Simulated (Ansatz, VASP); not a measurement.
## Two plane-wave programs on MnF2

```
Mn F
1.0
     4.87380    0.00000    0.00000
     0.00000    4.87380    0.00000
     0.00000    0.00000    3.31070
Mn F
2 4
Cartesian
  0.0000 0.0000 0.0000
  2.4369 2.4369 1.6554
  1.4880 1.4880 0.0000
  0.9489 3.9249 1.6554
  3.3858 3.3858 0.0000
  3.9249 0.9489 1.6554
```

Alike in both runs: task single point; functional PBE; k mesh 4 × 4 × 6; occupations gaussian, width 0.1 eV; collinear spin; Hubbard terms Mn d U = 3.9 eV.

|  | VASP | Ansatz |
| --- | --- | --- |
| version | VASP 6.6.1 | Ansatz 0.2.0 |
| potentials or method | VASP PAW PBE potentials, release 64 (Mn_pv, F), cutoff 520 eV | scalar-relativistic, plane waves, PAW |
| valence electrons in the cell | 54 | 58 |

|  | VASP | Ansatz | Ansatz less VASP |
| --- | --- | --- | --- |
| gap on the k mesh at the Fermi level (eV) | 3.53 | 3.62 | +0.087 |
| least direct gap on the mesh (eV) | 3.57 | 3.66 | +0.088 |
| pressure (GPa) | 4.5 | 5.4 | +0.90 |
| traceless stress, the component that is largest in VASP (GPa) | 0.32 | 0.50 | +0.176 |
| rms of the force components (eV/Å) | 0.035 | 0.035 | +0.0002 |
| net moment per atom (μB) | 0.00 | 0.00 | 0.000 |
| size of the moment on the site where the two differ most (μB) | 4.67 | 4.22 | -0.444 |

Site moments also hang on the region over which each program counts them. The programs project onto different local orbitals, so the same U acts differently, and such runs can settle in different states. Atom by atom the forces differ by 0.000 eV/Å (rms over components). VASP's potentials hold 54 valence electrons a cell and Ansatz's 58, so a difference there can come from the potentials and not from the codes.
